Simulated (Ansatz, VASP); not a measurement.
## SrC2 in VASP and in Ansatz

```xyz
3
Lattice="2.7187 1.5696 2.1221 -2.7187 1.5696 2.1221 0.0000 -3.1393 2.1221" Properties=species:S:1:pos:R:3 pbc="T T T"
Sr    0.0000    0.0000    0.0000
C     0.0000    0.0000    3.7661
C     0.0000    0.0000    2.6003
```

Change from the starting cell: strain +0.080 along x and y, -0.080 along z, atoms carried along.

Alike in both runs: task single point; functional LDA; k mesh 9 × 9 × 9; occupations gaussian, width 0.05 eV; no spin polarisation.

|  | VASP | Ansatz |
| --- | --- | --- |
| version | VASP 6.6.1 | Ansatz 0.2.0 |
| potentials or method | VASP PAW LDA potentials, release 64 (Sr_sv, C), cutoff 520 eV | scalar-relativistic, plane waves, PAW |
| valence electrons in the cell | 18 | 18 |

VASP gave:

```
gap on the k mesh at the Fermi level (eV)                     : 1.84
least direct gap on the mesh (eV)                             : 3.10
pressure (GPa)                                                : 7.8
traceless stress, the component that is largest in VASP (GPa) : 30.68
rms of the force components (eV/Å)                            : 4.273
```

Q: What did Ansatz give for the same quantities?

A: gap on the k mesh at the Fermi level (eV): 1.88; least direct gap on the mesh (eV): 3.11; pressure (GPa): 7.3; traceless stress, the component that is largest in VASP (GPa): 29.92; rms of the force components (eV/Å): 4.186.

LDA's correlation is that of Perdew and Zunger in VASP and of Perdew and Wang (1992) in Ansatz. Atom by atom the forces differ by 0.086 eV/Å (rms over components).
